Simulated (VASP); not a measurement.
# Zn6O5 (a cell with a defect) in VASP: notebook, part 2 of 2

VASP 6.6.1. The steps go on from the part before.

### Step 3. Single point, PBE

The input, INCAR:

```
PREC = Accurate
ENCUT = 520
EDIFF = 1E-6
ISMEAR = 0
SIGMA = 0.01
LREAL = False
LASPH = True
NELM = 60
ALGO = Normal
ISIF = 2
LWAVE = False
LCHARG = False
GGA = PE
NELECT = 100.0
NBANDS = 62
```

The input, KPOINTS:

```
regular mesh
0
Gamma
  3 3 3
```

The input, POSCAR:

```
Zn6O5
1.0
    0.0000000000      0.0000000000      5.2932332175
    4.9190861938      2.8400357381      0.0000000000
   -4.9190861938      2.8400357382      0.0000000000
Zn O
6 5
Direct
    0.4151637926      0.3333333333      1.0000000000
    0.5040077777      0.6666666667      0.6666666667
    0.5040077777      0.0000000000      0.3333333333
    0.0293113562      0.3333333333      0.4111375032
    0.0293113562      0.7444708366      1.0000000000
    0.0293113562     -0.0778041699      0.5888624968
    0.8732823655      0.6666666667      0.6666666667
    0.8732823655      0.0000000000      0.3333333333
    0.3814920875      0.3333333333      0.3353698551
    0.3814920875      0.6687031885      1.0000000000
    0.3814920875     -0.0020365218      0.6646301449
```

Potentials or basis: VASP PAW PBE potentials, release 64 (Zn, O).

The run is started by

```bash
$ cat potpaw_PBE.64/Zn/POTCAR potpaw_PBE.64/O/POTCAR > POTCAR
$ mpirun -np 1 vasp_std > vasp.out
```

OUTCAR:

```text
PREC = Accurate
   ENCUT = 520
   EDIFF = 1E-6
   ISMEAR = 0
   LREAL = False
   LASPH = True
   NELM = 60
   ISIF = 2
   GGA = PE
   NELECT = 100.0

 ion  position               nearest neighbor table
   1  0.415  0.333  0.000-  11 1.91   9 1.91  10 1.91
   2  0.504  0.667  0.667-   7 1.95  11 2.00  10 2.00   9 2.00   6 3.04   5 3.04   4 3.04
   3  0.504  0.000  0.333-   8 1.95   9 2.00  10 2.00  11 2.00   4 3.04   5 3.04   6 3.04
   4  0.029  0.333  0.411-   8 1.90   7 1.90   9 1.91   5 2.97   6 2.97   6 2.97   5 2.97   3 3.04
                             2 3.04
   5  0.029  0.744  0.000-   8 1.90   7 1.90  10 1.91   4 2.97   6 2.97   4 2.97   6 2.97   3 3.04
                             2 3.04
   6  0.029  0.922  0.589-   7 1.90   8 1.90  11 1.91   5 2.97   4 2.97   4 2.97   5 2.97   2 3.04
                             3 3.04
   7  0.873  0.667  0.667-   6 1.90   5 1.90   4 1.90   2 1.95
   8  0.873  0.000  0.333-   4 1.90   5 1.90   6 1.90   3 1.95
   9  0.381  0.333  0.335-   4 1.91   1 1.91   3 2.00   2 2.00
  10  0.381  0.669  0.000-   5 1.91   1 1.91   3 2.00   2 2.00
  11  0.381  0.998  0.665-   6 1.91   1 1.91   2 2.00   3 2.00

  LATTYP: Found a hexagonal cell.
 ALAT       =     5.6800714763
 C/A-ratio  =     0.9318955298

  Lattice vectors:

 A1 = (   4.9190861938,   2.8400357381,   0.0000000000)
 A2 = (  -4.9190861938,   2.8400357382,   0.0000000000)
 A3 = (   0.0000000000,   0.0000000000,   5.2932332175)

Analysis of symmetry for initial positions (statically):
=====================================================================
 Subroutine PRICEL returns:
 Original cell was already a primitive cell.

 Routine SETGRP: Setting up the symmetry group for a
 hexagonal supercell.

 Subroutine GETGRP returns: Found  6 space group operations
 (whereof  2 operations were pure point group operations)
 out of a pool of 24 trial point group operations.

The static configuration has the point symmetry C_1h.
 The point group associated with its full space group is C_3v.

Analysis of symmetry for dynamics (positions and initial velocities):
=====================================================================
 Subroutine PRICEL returns:
 Original cell was already a primitive cell.

 Routine SETGRP: Setting up the symmetry group for a
 hexagonal supercell.

 Subroutine GETGRP returns: Found  6 space group operations
 (whereof  2 operations were pure point group operations)
 out of a pool of 24 trial point group operations.

The dynamic configuration has the point symmetry C_1h.
 The point group associated with its full space group is C_3v.

 Subroutine INISYM returns: Found  6 space group operations
 (whereof  2 operations are pure point group operations),
 and found     1 'primitive' translations

----------------------------------------------------------------------------------------

                                     Primitive cell

  volume of cell :     147.8970

  direct lattice vectors                    reciprocal lattice vectors
     0.000000000  0.000000000  5.293233218     0.000000000  0.000000000  0.188920450
[... 66 lines left out ...]
  0.333333  0.333333  0.333333      2.000000
  0.333333 -0.333333 -0.333333      2.000000
   k-points           NKPTS =      7   k-points in BZ     NKDIM =      7   number of bands    NBANDS=     62
   number of dos      NEDOS =    301   number of ions     NIONS =     11
   total plane-waves  NPLWV =  70560
   dimension x,y,z NGX =    40 NGY =   42 NGZ =   42
   dimension x,y,z NGXF=    80 NGYF=   84 NGZF=   84
   ions per type =               6   5
   NGX,Y,Z   is equivalent  to a cutoff of  12.56, 12.29, 12.29 a.u.
   NGXF,Y,Z  is equivalent  to a cutoff of  25.13, 24.59, 24.59 a.u.
 SYSTEM =  unknown system
   PREC   = accura    normal or accurate (medium, high low for compatibility)
   ISTART =      0    job   : 0-new  1-cont  2-samecut
   ICHARG =      2    charge: 1-file 2-atom 10-const
   ISPIN  =      1    spin polarized calculation?
   LNONCOLLINEAR =      F non collinear calculations
   LSORBIT =      F    spin-orbit coupling
   LASPH  =      T    aspherical Exc in radial PAW
   ENCUT  =  520.0 eV  38.22 Ry    6.18 a.u.   9.84 10.56 10.56*2*pi/ulx,y,z
   NELM   =     60;   NELMIN=  2; NELMDL= -5     # of ELM steps
   EDIFF  = 0.1E-05   stopping-criterion for ELM
   LREAL  =      F    real-space projection
   EDIFFG = 0.1E-04   stopping-criterion for IOM
   NSW    =      0    number of steps for IOM
   IBRION =     -1    ionic relax: 0-MD 1-quasi-New 2-CG
   NFREE  =      0    steps in history (QN), initial steepest desc. (CG)
   ISIF   =      2    stress and relaxation
   ISYM   =      2    0-nonsym 1-usesym 2-fastsym
   POTIM  = 0.5000    time-step for ionic-motion
   TEBEG  =    0.0;   TEEND  =   0.0 temperature during run
   PSTRESS=    0.0 pullay stress
   NELECT =     100.0000    total number of electrons
   NUPDOWN=      -1.0000    fix difference up-down
   EMIN   =  10.00;   EMAX   =-10.00  energy-range for DOS
   EFERMI =   0.00;   METHOD = LEGACY
   ISMEAR =     0;   SIGMA  =   0.01  broadening in eV -4-tet -1-fermi 0-gaus
   EFERMI_NEDOS =   21; number of points for ismear=-14 and -15
   IALGO  =     38    algorithm
   IMIX   =      4    mixing-type and parameters
     AMIX     =   0.40;   BMIX     =  1.00
     AMIX_MAG =   1.60;   BMIX_MAG =  1.00
  volume/ion in A,a.u.               =      13.45        90.73
  Fermi-wavevector in a.u.,A,eV,Ry     =   1.436884  2.715317 28.091078  2.064636
  Thomas-Fermi vector in A             =   2.556023
   LORBIT       =      0    0 simple, 1 ext, 2 COOP (PROOUT), +10 PAW based schemes
   GGA     = PE    functional components
   LHFCALC =     F    Hartree Fock is set to
   AEXX    =    0.0000 exact exchange contribution
   IVDW    =     0    specifies the selected vdW correction
   LEPSILON=     F    determine dielectric tensor
   LRPA    =     F    only Hartree local field effects (RPA)
 non-spin polarized calculation
 Gauss-broadening in eV      SIGMA  =   0.01
  energy-cutoff  :      520.00
  volume of cell :      147.90
 maximum number of plane-waves:      4015
 NGX is ok and might be reduce to    40
   NGX = 19   NGY = 21   NGZ = 21

 number of electron     100.0000047 magnetization

 Free energy of the ion-electron system (eV)
  ---------------------------------------------------
  ext. energy  EPLUGINS =         0.00000000
  ---------------------------------------------------
  free energy    TOTEN  =       -48.25208538 eV

  energy without entropy =      -48.25208538  energy(sigma->0) =      -48.25208538

 E-fermi :   0.5272     XC(G=0):  -9.9699

 val. band max:        0.4309782287   @ k =   0.0000   0.0000   0.0000
 cond. band min:       0.9070938631   @ k =   0.0000   0.0000   0.0000
 fundamental gap:      0.4761156344
 Fermi energy:         0.5271775947

 k-point     1 :       0.0000    0.0000    0.0000
  band No.  band energies     occupation
      1     -17.7247      2.00000
      2     -17.2549      2.00000
      3     -17.0136      2.00000
      4     -16.6919      2.00000
      5     -16.6919      2.00000
      6      -5.6691      2.00000
[... 444 lines left out ...]
     61       9.8004      0.00000
     62       9.8004      0.00000

------------------------ aborting loop because EDIFF is reached ----------------------------------------

  FORCE on cell =-STRESS in cart. coord.  units (eV):
  Direction    XX          YY          ZZ          XY          YZ          ZX
  --------------------------------------------------------------------------------------
  -------------------------------------------------------------------------------------
  Total       -5.3278160     -5.3278160     -4.8487618      0.0000000      0.0000000      0.0000000
  in kB      -57.7165730    -57.7165730    -52.5269485      0.0000000      0.0000000      0.0000000
  external PRESSURE =     -55.9866982 kB  Pullay stress =       0.0000000 kB

 VOLUME and BASIS-vectors are now :
 -----------------------------------------------------------------------------
  energy-cutoff  :      520.00
  volume of cell :      147.90
      direct lattice vectors                 reciprocal lattice vectors
     0.000000000  0.000000000  5.293233218     0.000000000  0.000000000  0.188920450
     4.919086194  2.840035738  0.000000000     0.101644895  0.176054123  0.000000000
    -4.919086194  2.840035738  0.000000000    -0.101644895  0.176054123  0.000000000

 POSITION                                       TOTAL-FORCE (eV/Angst)
 -----------------------------------------------------------------------------------
      1.63970      0.94668      2.19756         0.000000      0.000000      0.023252
      0.00000      3.78671      2.66783         0.000000      0.000000     -0.001235
     -1.63970      0.94668      2.66783         0.000000     -0.000000     -0.001235
     -0.38273      2.11432      0.15515         0.021426     -0.012370     -0.011190
      3.66212      2.11432      0.15515        -0.021426     -0.012370     -0.011190
      1.63970      4.29146      0.15515         0.000000      0.024740     -0.011190
      0.00000      3.78671      4.62249         0.000000      0.000000     -0.053284
     -1.63970      0.94668      4.62249         0.000000     -0.000000     -0.053284
     -0.01002      1.89914      2.01933        -0.010228      0.005905      0.039785
      3.28941      1.89914      2.01933         0.010228      0.005905      0.039785
      1.63970      4.72183      2.01933         0.000000     -0.011810      0.039785
 -----------------------------------------------------------------------------------
    total drift:                               -0.000063      0.000094     -0.002077

  FREE ENERGIE OF THE ION-ELECTRON SYSTEM (eV)
  ---------------------------------------------------
  free  energy   TOTEN  =       -48.2520853847 eV

  energy  without entropy=      -48.2520853847  energy(sigma->0) =      -48.25208538
```

It took 72 s on 1 thread of Intel Xeon Platinum 8559C (Emerald Rapids), shared host; peak memory 0.26 GiB.

Results:

| Property | Result |
| --- | --- |
| Free energy | -48.2521 eV |
| Largest force | 0.053 eV/Å |

Forces in eV/Å, atoms in the order of the input:
```
Zn   0.000  0.000  0.023
Zn   0.000  0.000 -0.001
Zn   0.000  0.000 -0.001
Zn   0.021 -0.012 -0.011
Zn  -0.021 -0.012 -0.011
Zn   0.000  0.025 -0.011
O    0.000  0.000 -0.053
O    0.000  0.000 -0.053
O   -0.010  0.006  0.040
O    0.010  0.006  0.040
O    0.000 -0.012  0.040
```

Levels at points of the mesh, in eV from the Fermi level:
```csv
k point,band 47,band 48,band 49,band 50,band 51,band 52,band 53,band 54
"(0.00, 0.00, 0.00)",-1.38,-0.39,-0.10,-0.10,0.38,4.77,5.43,5.43
```

Caveat: the k points lie up to 0.43 Å⁻¹ apart; the cell carries a net charge on a neutralising background, which shifts energy and pressure; the cell is charged against a uniform background, so pressure and absolute levels hang on convention.

### Step 4. Single point, PBE, collinear spin

The input, INCAR:

```
SYSTEM = Zn6O5
ALGO     = Normal         ! electronic algorithm
EDIFF    = 1E-6           ! SCF threshold, eV
ENCUT    = 520            ! plane-wave cutoff, eV
GGA      = PE             ! functional
ISIF     = 2              ! what is computed and relaxed
ISMEAR   = 0              ! smearing method
ISPIN    = 2              ! spin polarisation
LASPH    = .TRUE.         ! aspherical terms in the spheres
LCHARG   = .TRUE.         ! write CHGCAR
LELF     = .TRUE.         ! ELF
LORBIT   = 11             ! projections on sites
LREAL    = .FALSE.        ! projectors in reciprocal space
LVHAR    = .TRUE.       
LWAVE    = .FALSE.        ! write WAVECAR
MAGMOM   = 0.25 0 0 0.25 0.25 0.25 0 0 0 0 0 ! initial moments
NBANDS   = 66             ! bands
NELECT   = 101.0        
NELM     = 150            ! most SCF steps
PREC     = Accurate       ! precision mode
SIGMA    = 0.01           ! smearing width, eV
```

The input, KPOINTS:

```
k-points
0
G
  3 3 3
  0 0 0
```

The input, POSCAR:

```
Zn6O5
1.0
    0.0000000000      0.0000000000      5.2932332175
    4.9190861938      2.8400357381      0.0000000000
   -4.9190861938      2.8400357382      0.0000000000
Zn O
6 5
Direct
    0.4653737294      0.3333333333      1.0000000000
    0.5017533404      0.6666666667      0.6666666667
    0.5017533404      0.0000000000      0.3333333333
    0.0109482823      0.3333333333      0.3572052610
    0.0109482823      0.6905385943      1.0000000000
    0.0109482823     -0.0238719276      0.6427947390
    0.8779867378      0.6666666667      0.6666666667
    0.8779867378      0.0000000000      0.3333333333
    0.3814852258      0.3333333333      0.3326710451
    0.3814852258      0.6660043784      1.0000000000
    0.3814852258      0.0006622883      0.6673289549
```

The run is started by

```bash
$ cat potpaw_PBE.64/Zn/POTCAR potpaw_PBE.64/O/POTCAR > POTCAR
$ mpirun -np 1 vasp_std > vasp.out
```

Run time: 2.5 min. Hardware: 1 thread of Intel Xeon Platinum 8559C (Emerald Rapids), shared host; peak memory 0.34 GiB.

The run converged. Its results:

```
Free energy                                           : -46.1572 eV
Largest force                                         : 0.059 eV/Å
Net moment                                            : 0.33 μB per cell
Valence electrons inside the program's atomic spheres : Zn 10.76, 10.73; O 4.98
```

Forces on the atoms (eV/Å):
```
Zn   0.000  0.000  0.030
Zn   0.000  0.000 -0.009
Zn   0.000  0.000 -0.009
Zn   0.050 -0.029 -0.011
Zn  -0.050 -0.029 -0.011
Zn   0.000  0.058 -0.011
O    0.000  0.000 -0.022
O    0.000  0.000 -0.022
O   -0.019  0.011  0.022
O    0.019  0.011  0.022
O    0.000 -0.022  0.022
```

Levels at points of the mesh, in eV from the Fermi level:
Spin up:
```
           k point  band 47  band 48  band 49  band 50  band 51  band 52  band 53  band 54  band 55  band 56
(0.00, 0.00, 0.00)    -2.79    -2.01    -1.96    -1.63    -1.63     2.56     3.38     3.38     4.00     5.22
```
Spin down:
| k point | band 46 | band 47 | band 48 | band 49 | band 50 | band 51 | band 52 | band 53 | band 54 | band 55 |
| --- | --- | --- | --- | --- | --- | --- | --- | --- | --- | --- |
| (0.00, 0.00, 0.00) | -2.76 | -2.76 | -1.93 | -1.86 | -1.61 | -1.61 | 2.69 | 3.53 | 3.53 | 4.16 |

Caveat: the k points lie up to 0.43 Å⁻¹ apart; the cell carries a net charge on a neutralising background, which shifts energy and pressure; the cell is charged against a uniform background, so pressure and absolute levels hang on convention.
